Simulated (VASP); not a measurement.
# ZnCd2S3 in VASP: notebook

Runs on ZnCd2S3. Level: PBE. Tasks: single point.

All numbers are computed with VASP 6.6.1; they aren't measurements. Logs are shortened: lines on timing, memory, paths and dates and some standing lists are left out, and cuts for length are marked.

## Step 1: The cell of the first run

It takes space group P6_3mc (No. 186, hexagonal). Conventional cell: a = 4.068 Å, b = 4.068 Å, c = 20.103 Å, α = 90.00°, β = 90.00°, γ = 120.00°. Within 3.1 Å of Zn (site symmetry 3m) lie 4 S at 2.35 to 2.45 Å. Cd (site symmetry 3m) has 4 S at 2.53 to 2.55 Å within 3.3 Å. Cd (site symmetry 3m) has 4 S at 2.54 to 2.56 Å within 3.3 Å. S (site symmetry 3m) has 4 Cd at 2.54 to 2.55 Å within 3.3 Å. Within 3.2 Å of S (site symmetry 3m) lie 3 Zn at 2.45 Å and 1 Cd at 2.56 Å. S (site symmetry 3m) has 1 Zn at 2.35 Å and 3 Cd at 2.53 Å within 3.1 Å.

## Step 2: Single point, PBE

File INCAR:

```
SYSTEM = ZnCd2S3
  PREC = Accurate
  ENCUT = 520
  EDIFF = 1E-7
  ISMEAR = 0
  SIGMA = 0.1
  LREAL = .False.
  LASPH = .True.
  NELM = 80
  ALGO = Normal
  ISIF = 2
  LWAVE = .False.
  LCHARG = .True.
  GGA = PE
  LELF = .True.
  LVHAR = .True.
  NBANDS = 66
```

File KPOINTS:

```
regular mesh
0
Gamma
  6 6 1
  0 0 0
```

File POSCAR:

```
ZnCd2S3
1.0
    4.0679742000      0.0000000000      0.0000000000
   -2.0339871000      3.5229690000      0.0000000000
    0.0000000000      0.0000000000     20.1030637000
Zn Cd S
2 4 6
Direct
    0.6666667000      0.3333333000      0.3332470000
    0.3333333000      0.6666667000      0.8332470000
    0.0000000000      0.0000000000      0.9971170000
    0.0000000000      0.0000000000      0.4971170000
    0.3333333000      0.6666667000      0.1716350000
    0.6666667000      0.3333333000      0.6716350000
    0.0000000000      0.0000000000      0.1239720000
    0.0000000000      0.0000000000      0.6239720000
    0.3333333000      0.6666667000      0.2989790000
    0.6666667000      0.3333333000      0.7989790000
    0.6666667000      0.3333333000      0.4500500000
    0.3333333000      0.6666667000      0.9500500000
```

Potentials or basis: VASP PAW PBE potentials, release 64 (Zn, Cd, S).

Command:

```
cat potpaw_PBE.64/Zn/POTCAR potpaw_PBE.64/Cd/POTCAR potpaw_PBE.64/S/POTCAR > POTCAR
mpirun -np 1 vasp_std > vasp.out
```

OUTCAR:

```text
SYSTEM = ZnCd2S3
   PREC = Accurate
   ENCUT = 520
   EDIFF = 1E-7
   ISMEAR = 0
   LREAL = .False.
   LASPH = .True.
   NELM = 80
   ISIF = 2
   GGA = PE

 ion  position               nearest neighbor table
   1  0.667  0.333  0.333-  11 2.35   9 2.45   9 2.45   9 2.45
   2  0.333  0.667  0.833-  12 2.35  10 2.45  10 2.45  10 2.45
   3  0.000  0.000  0.997-  12 2.53  12 2.53  12 2.53   7 2.55
   4  0.000  0.000  0.497-  11 2.53  11 2.53  11 2.53   8 2.55
   5  0.333  0.667  0.172-   7 2.54   7 2.54   7 2.54   9 2.56
   6  0.667  0.333  0.672-   8 2.54   8 2.54   8 2.54  10 2.56
   7  0.000  0.000  0.124-   5 2.54   5 2.54   5 2.54   3 2.55
   8  0.000  0.000  0.624-   6 2.54   6 2.54   6 2.54   4 2.55
   9  0.333  0.667  0.299-   1 2.45   1 2.45   1 2.45   5 2.56
  10  0.667  0.333  0.799-   2 2.45   2 2.45   2 2.45   6 2.56
  11  0.667  0.333  0.450-   1 2.35   4 2.53   4 2.53   4 2.53
  12  0.333  0.667  0.950-   2 2.35   3 2.53   3 2.53   3 2.53

  LATTYP: Found a hexagonal cell.
 ALAT       =     4.0679742000
 C/A-ratio  =     4.9417874135

  Lattice vectors:

 A1 = (   4.0679742000,   0.0000000000,   0.0000000000)
 A2 = (  -2.0339871000,   3.5229690000,   0.0000000000)
 A3 = (   0.0000000000,   0.0000000000,  20.1030637000)

Analysis of symmetry for initial positions (statically):
=====================================================================
 Subroutine PRICEL returns:
 Original cell was already a primitive cell.

 Routine SETGRP: Setting up the symmetry group for a
 hexagonal supercell.

 Subroutine GETGRP returns: Found 12 space group operations
 (whereof  6 operations were pure point group operations)
 out of a pool of 24 trial point group operations.

The static configuration has the point symmetry C_3v.
 The point group associated with its full space group is C_6v.

Analysis of symmetry for dynamics (positions and initial velocities):
=====================================================================
 Subroutine PRICEL returns:
 Original cell was already a primitive cell.

 Routine SETGRP: Setting up the symmetry group for a
 hexagonal supercell.

 Subroutine GETGRP returns: Found 12 space group operations
 (whereof  6 operations were pure point group operations)
 out of a pool of 24 trial point group operations.

The dynamic configuration has the point symmetry C_3v.
 The point group associated with its full space group is C_6v.

 Subroutine INISYM returns: Found 12 space group operations
 (whereof  6 operations are pure point group operations),
 and found     1 'primitive' translations

----------------------------------------------------------------------------------------

                                     Primitive cell

[... 108 lines left out ...]
   EFERMI_NEDOS =   21; number of points for ismear=-14 and -15
   IALGO  =     38    algorithm
   IMIX   =      4    mixing-type and parameters
     AMIX     =   0.40;   BMIX     =  1.00
     AMIX_MAG =   1.60;   BMIX_MAG =  1.00
  volume/ion in A,a.u.               =      24.01       162.02
  Fermi-wavevector in a.u.,A,eV,Ry     =   1.180410  2.230652 18.957930  1.393369
  Thomas-Fermi vector in A             =   2.316703
   LORBIT       =      0    0 simple, 1 ext, 2 COOP (PROOUT), +10 PAW based schemes
   GGA     = PE    functional components
   LHFCALC =     F    Hartree Fock is set to
   AEXX    =    0.0000 exact exchange contribution
   IVDW    =     0    specifies the selected vdW correction
   LEPSILON=     F    determine dielectric tensor
   LRPA    =     F    only Hartree local field effects (RPA)
 non-spin polarized calculation
 Gauss-broadening in eV      SIGMA  =   0.10
  energy-cutoff  :      520.00
  volume of cell :      288.10
 maximum number of plane-waves:      7795
   NGX = 15   NGY = 15   NGZ = 75

 number of electron     108.0000078 magnetization

 Free energy of the ion-electron system (eV)
  ---------------------------------------------------
  ext. energy  EPLUGINS =         0.00000000
  ---------------------------------------------------
  free energy    TOTEN  =       -37.94887922 eV

  energy without entropy =      -37.94887922  energy(sigma->0) =      -37.94887922

 E-fermi :   1.7584     XC(G=0):  -9.1196

 val. band max:        1.2784300557   @ k =   0.0000   0.0000   0.0000
 cond. band min:       2.4598374533   @ k =   0.0000   0.0000   0.0000
 fundamental gap:      1.1814073977
 Fermi energy:         1.7584407495

 k-point     1 :       0.0000    0.0000    0.0000
  band No.  band energies     occupation
      1     -11.1692      2.00000
      2     -11.1183      2.00000
      3     -10.8998      2.00000
      4     -10.7561      2.00000
      5     -10.6756      2.00000
      6     -10.5837      2.00000
[... 472 lines left out ...]
     65       7.2773      0.00000
     66       7.4717      0.00000

------------------------ aborting loop because EDIFF is reached ----------------------------------------

  FORCE on cell =-STRESS in cart. coord.  units (eV):
  Direction    XX          YY          ZZ          XY          YZ          ZX
  --------------------------------------------------------------------------------------
  -------------------------------------------------------------------------------------
  Total        0.4974433      0.4974433      0.4530642      0.0000000      0.0000000      0.0000000
  in kB        2.7663361      2.7663361      2.5195392      0.0000000      0.0000000      0.0000000
  external PRESSURE =       2.6840704 kB  Pullay stress =       0.0000000 kB

 VOLUME and BASIS-vectors are now :
 -----------------------------------------------------------------------------
  energy-cutoff  :      520.00
  volume of cell :      288.10
      direct lattice vectors                 reciprocal lattice vectors
     4.067974200  0.000000000  0.000000000     0.245822601  0.141925745  0.000000000
    -2.033987100  3.522969000  0.000000000     0.000000000  0.283851490  0.000000000
     0.000000000  0.000000000 20.103063700     0.000000000  0.000000000  0.049743662

 POSITION                                       TOTAL-FORCE (eV/Angst)
 -----------------------------------------------------------------------------------
      2.03399      1.17432      6.69929        -0.000000      0.000000     -0.005485
     -0.00000      2.34865     16.75082         0.000000     -0.000000     -0.005485
      0.00000      0.00000     20.04511         0.000000      0.000000      0.008509
      0.00000      0.00000      9.99357        -0.000000      0.000000      0.008509
     -0.00000      2.34865      3.45039        -0.000000      0.000000      0.011653
      2.03399      1.17432     13.50192         0.000000      0.000000      0.011653
      0.00000      0.00000      2.49222         0.000000     -0.000000     -0.008055
      0.00000      0.00000     12.54375        -0.000000      0.000000     -0.008055
     -0.00000      2.34865      6.01039        -0.000000      0.000000      0.015787
      2.03399      1.17432     16.06193         0.000000      0.000000      0.015787
      2.03399      1.17432      9.04738         0.000000      0.000000     -0.022408
     -0.00000      2.34865     19.09892        -0.000000      0.000000     -0.022408
 -----------------------------------------------------------------------------------
    total drift:                               -0.000409      0.000232      0.000629

  FREE ENERGIE OF THE ION-ELECTRON SYSTEM (eV)
  ---------------------------------------------------
  free  energy   TOTEN  =       -37.9488792169 eV

  energy  without entropy=      -37.9488792169  energy(sigma->0) =      -37.94887922
```

stdout:

```text
POSCAR found type information on POSCAR ZnCdS
 POSCAR found :  3 types and      12 ions
 scaLAPACK will be used
 LDA part: xc-table for (Slater+PW92), standard interpolation
 POSCAR, INCAR and KPOINTS ok, starting setup
 FFT: planning ... GRIDC
 FFT: planning ... GRID_SOFT
 FFT: planning ... GRID
 WAVECAR not read
 entering main loop
```

Wall time 1.9 min (1 thread of Intel Xeon 6975P-C (Granite Rapids), shared host); peak memory 0.39 GiB.

What came out:

| Property | Result |
| --- | --- |
| Free energy | -37.9489 eV |
| Pressure | 0.3 GPa |
| Largest force | 0.022 eV/Å |
| Band gap on the k mesh | 1.18 eV |

Forces on the atoms (eV/Å):
```
Zn   0.000  0.000 -0.005
Zn   0.000  0.000 -0.005
Cd   0.000  0.000  0.009
Cd   0.000  0.000  0.009
Cd   0.000  0.000  0.012
Cd   0.000  0.000  0.012
S    0.000  0.000 -0.008
S    0.000  0.000 -0.008
S    0.000  0.000  0.016
S    0.000  0.000  0.016
S    0.000  0.000 -0.022
S    0.000  0.000 -0.022
```

## Step 3: Single point, PBE

File INCAR:

```
PREC = Accurate ; ENCUT = 520
EDIFF = 1E-6 ; ISMEAR = 0
SIGMA = 0.1 ; LREAL = F
LASPH = T ; NELM = 100
ALGO = Normal ; ISIF = 2
LWAVE = F ; LCHARG = T
GGA = PE ; LELF = T
LVHAR = T ; NBANDS = 66
```

File KPOINTS:

```
Automatic mesh
0
Gamma
  6 6 1
```

File POSCAR:

```
ZnCd2S3
1.0
    4.0679742005      0.0000000000      0.0000000000
   -2.0339871002      3.5229689996      0.0000000000
    0.0000000000      0.0000000000     20.1030637000
Zn Cd S
2 4 6
Direct
    0.6666666667      0.3333333333      0.3332470000
    0.3333333333      0.6666666667      0.8332470000
    0.0000000000      0.0000000000      0.9971170000
    0.0000000000      0.0000000000      0.4971170000
    0.3333333333      0.6666666667      0.1716350000
    0.6666666667      0.3333333333      0.6716350000
    0.0000000000      0.0000000000      0.1239720000
    0.0000000000      0.0000000000      0.6239720000
    0.3333333333      0.6666666667      0.2989790000
    0.6666666667      0.3333333333      0.7989790000
    0.6666666667      0.3333333333      0.4500500000
    0.3333333333      0.6666666667      0.9500500000
```

Potentials or basis: VASP PAW PBE potentials, release 64 (Zn, Cd, S).

Command:

```
cat potpaw_PBE.64/Zn/POTCAR potpaw_PBE.64/Cd/POTCAR potpaw_PBE.64/S/POTCAR > POTCAR
mpirun -np 1 vasp_std > vasp.out
```

OUTCAR:

```text
PREC = Accurate
   ENCUT = 520
   EDIFF = 1E-6
   ISMEAR = 0
   LREAL = F
   LASPH = T
   NELM = 100
   ISIF = 2
   GGA = PE

 ion  position               nearest neighbor table
   1  0.667  0.333  0.333-  11 2.35   9 2.45   9 2.45   9 2.45
   2  0.333  0.667  0.833-  12 2.35  10 2.45  10 2.45  10 2.45
   3  0.000  0.000  0.997-  12 2.53  12 2.53  12 2.53   7 2.55
   4  0.000  0.000  0.497-  11 2.53  11 2.53  11 2.53   8 2.55
   5  0.333  0.667  0.172-   7 2.54   7 2.54   7 2.54   9 2.56
   6  0.667  0.333  0.672-   8 2.54   8 2.54   8 2.54  10 2.56
   7  0.000  0.000  0.124-   5 2.54   5 2.54   5 2.54   3 2.55
   8  0.000  0.000  0.624-   6 2.54   6 2.54   6 2.54   4 2.55
   9  0.333  0.667  0.299-   1 2.45   1 2.45   1 2.45   5 2.56
  10  0.667  0.333  0.799-   2 2.45   2 2.45   2 2.45   6 2.56
  11  0.667  0.333  0.450-   1 2.35   4 2.53   4 2.53   4 2.53
  12  0.333  0.667  0.950-   2 2.35   3 2.53   3 2.53   3 2.53

  LATTYP: Found a hexagonal cell.
 ALAT       =     4.0679742005
 C/A-ratio  =     4.9417874129

  Lattice vectors:

 A1 = (   4.0679742005,   0.0000000000,   0.0000000000)
 A2 = (  -2.0339871002,   3.5229689996,   0.0000000000)
 A3 = (   0.0000000000,   0.0000000000,  20.1030637000)

Analysis of symmetry for initial positions (statically):
=====================================================================
 Subroutine PRICEL returns:
 Original cell was already a primitive cell.

 Routine SETGRP: Setting up the symmetry group for a
 hexagonal supercell.

 Subroutine GETGRP returns: Found 12 space group operations
 (whereof  6 operations were pure point group operations)
 out of a pool of 24 trial point group operations.

The static configuration has the point symmetry C_3v.
 The point group associated with its full space group is C_6v.

Analysis of symmetry for dynamics (positions and initial velocities):
[... 143 lines left out ...]
   LEPSILON=     F    determine dielectric tensor
   LRPA    =     F    only Hartree local field effects (RPA)
 non-spin polarized calculation
 Gauss-broadening in eV      SIGMA  =   0.10
  energy-cutoff  :      520.00
  volume of cell :      288.10
 maximum number of plane-waves:      7795
   NGX = 15   NGY = 15   NGZ = 75

 number of electron     108.0000078 magnetization

 Free energy of the ion-electron system (eV)
  ---------------------------------------------------
  ext. energy  EPLUGINS =         0.00000000
  ---------------------------------------------------
  free energy    TOTEN  =       -37.94887960 eV

  energy without entropy =      -37.94887960  energy(sigma->0) =      -37.94887960

 E-fermi :   1.7609     XC(G=0):  -9.1197

 val. band max:        1.2783221850   @ k =   0.0000   0.0000   0.0000
 cond. band min:       2.4597000234   @ k =   0.0000   0.0000   0.0000
 fundamental gap:      1.1813778385
 Fermi energy:         1.7609194468

 k-point     1 :       0.0000    0.0000    0.0000
  band No.  band energies     occupation
      1     -11.1694      2.00000
      2     -11.1185      2.00000
      3     -10.8998      2.00000
      4     -10.7561      2.00000
      5     -10.6758      2.00000
      6     -10.5838      2.00000
[... 472 lines left out ...]
     65       7.2771      0.00000
     66       7.4715      0.00000

------------------------ aborting loop because EDIFF is reached ----------------------------------------

  FORCE on cell =-STRESS in cart. coord.  units (eV):
  Direction    XX          YY          ZZ          XY          YZ          ZX
  --------------------------------------------------------------------------------------
  -------------------------------------------------------------------------------------
  Total        0.5002435      0.5002435      0.4557702      0.0000000     -0.0000000      0.0000000
  in kB        2.7819082      2.7819082      2.5345870      0.0000000     -0.0000000      0.0000000
  external PRESSURE =       2.6994678 kB  Pullay stress =       0.0000000 kB

 VOLUME and BASIS-vectors are now :
 -----------------------------------------------------------------------------
  energy-cutoff  :      520.00
  volume of cell :      288.10
      direct lattice vectors                 reciprocal lattice vectors
     4.067974201  0.000000000  0.000000000     0.245822601  0.141925745  0.000000000
    -2.033987100  3.522969000  0.000000000     0.000000000  0.283851490  0.000000000
     0.000000000  0.000000000 20.103063700     0.000000000  0.000000000  0.049743662

 POSITION                                       TOTAL-FORCE (eV/Angst)
 -----------------------------------------------------------------------------------
      2.03399      1.17432      6.69929         0.000000      0.000000     -0.005473
     -0.00000      2.34865     16.75082        -0.000000     -0.000000     -0.005473
      0.00000      0.00000     20.04511         0.000000     -0.000000      0.008586
      0.00000      0.00000      9.99357        -0.000000      0.000000      0.008586
     -0.00000      2.34865      3.45039         0.000000     -0.000000      0.011647
      2.03399      1.17432     13.50192        -0.000000      0.000000      0.011647
      0.00000      0.00000      2.49222        -0.000000     -0.000000     -0.008122
      0.00000      0.00000     12.54375         0.000000     -0.000000     -0.008122
     -0.00000      2.34865      6.01039        -0.000000     -0.000000      0.015841
      2.03399      1.17432     16.06193         0.000000     -0.000000      0.015841
      2.03399      1.17432      9.04738         0.000000     -0.000000     -0.022479
     -0.00000      2.34865     19.09892        -0.000000      0.000000     -0.022479
 -----------------------------------------------------------------------------------
    total drift:                               -0.000002     -0.000002      0.000750

  FREE ENERGIE OF THE ION-ELECTRON SYSTEM (eV)
  ---------------------------------------------------
  free  energy   TOTEN  =       -37.9488795973 eV

  energy  without entropy=      -37.9488795973  energy(sigma->0) =      -37.94887960
```

stdout:

```text
POSCAR found type information on POSCAR ZnCdS
 POSCAR found :  3 types and      12 ions
 scaLAPACK will be used
 LDA part: xc-table for (Slater+PW92), standard interpolation
 POSCAR, INCAR and KPOINTS ok, starting setup
 FFT: planning ... GRIDC
 FFT: planning ... GRID_SOFT
 FFT: planning ... GRID
 WAVECAR not read
 entering main loop
```

Run time: 1.9 min. Hardware: 1 thread of Intel Xeon 6975P-C (Granite Rapids), shared host; peak memory 0.38 GiB.

What came out:

```
Free energy            : -37.9489 eV
Pressure               : 0.3 GPa
Largest force          : 0.022 eV/Å
Band gap on the k mesh : 1.18 eV
```

Forces in eV/Å, atoms in the order of the input:
```
Zn   0.000  0.000 -0.005
Zn   0.000  0.000 -0.005
Cd   0.000  0.000  0.009
Cd   0.000  0.000  0.009
Cd   0.000  0.000  0.012
Cd   0.000  0.000  0.012
S    0.000  0.000 -0.008
S    0.000  0.000 -0.008
S    0.000  0.000  0.016
S    0.000  0.000  0.016
S    0.000  0.000 -0.022
S    0.000  0.000 -0.022
```

[end of part 1 of 2]
